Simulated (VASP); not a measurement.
Sn: single point with r2SCAN

Sn:

```
Sn
1.0
     0.00000    3.28379    3.28379
     3.28379    0.00000    3.28379
     3.28379    3.28379    0.00000
Sn
2
Cartesian
  3.2838 3.2838 3.2838
  4.9257 4.9257 4.9257
```

```json
{
  "Program": "VASP 6.6.1",
  "Task": "single point",
  "Functional": "r2SCAN",
  "Potentials or basis": "VASP PAW PBE potentials, release 64 (Sn_d)",
  "Cutoff": "520 eV",
  "k mesh": "14 × 14 × 14",
  "Occupations": "fermi-dirac, width 0.1 eV",
  "Spin": "no spin polarisation"
}
```

* Pressure: 0.0 GPa
* Band gap on the k mesh: zero (filled and empty bands touch)

Levels at points of the mesh, in eV from the Fermi level:
| k point | band 12 | band 13 | band 14 | band 15 | band 16 | band 17 |
| --- | --- | --- | --- | --- | --- | --- |
| (0.00, 0.00, 0.00) | -0.67 | -0.04 | -0.04 | -0.04 | 2.18 | 2.18 |
| (0.50, 0.00, 0.00) | -6.50 | -1.26 | -1.26 | 0.02 | 3.31 | 3.31 |
| (0.50, 0.50, 0.00) | -7.78 | -2.60 | -2.60 | 0.91 | 0.91 | 7.88 |

Wall time 5 min on 1 thread of AMD EPYC 9R45 96-Core Processor (Zen 5) (shared host), peak memory 0.26 GiB.

Caveat: the PAW data sets were made with another functional, which shifts forces and pressure a little; spin-orbit coupling is left out, which moves the levels of the heavy elements.
